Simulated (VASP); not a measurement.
The system is AlN.

```
Al N
1.0
     0.00000    2.01887    2.01887
     2.01887    0.00000    2.01887
     2.01887    2.01887    0.00000
Al N
1 1
Direct
  0.00000 0.00000 0.00000
  0.50000 0.50000 0.50000
```

Base run:

```yaml
Program: VASP 6.6.1
Functional: r2SCAN0
Potentials_or_basis: VASP PAW PBE potentials, release 64 (Al, N)
Cutoff: 520 eV
k_mesh: 8 × 8 × 8
Occupations: gaussian, width 0.01 eV
Spin: no spin polarisation
```

Its results: band gap on the k mesh 7.35 eV (least direct gap 8.54 eV); pressure -5.2 GPa.

Problem. The run is repeated on the same cell with these changes: functional from r2SCAN0 to r2SCANh; share of exact exchange from 0.25 to 0.1. What comes out?

Solution. Band gap on the k mesh 6.26 eV (least direct gap 7.36 eV); pressure -2.6 GPa.

Caveats: the structure was generated, so it needn't be the stable form of AlN; the PAW data sets were made with another functional, which shifts forces and pressure a little; the cell stands under tension (at least some runs).

A k mesh can miss the band edges.
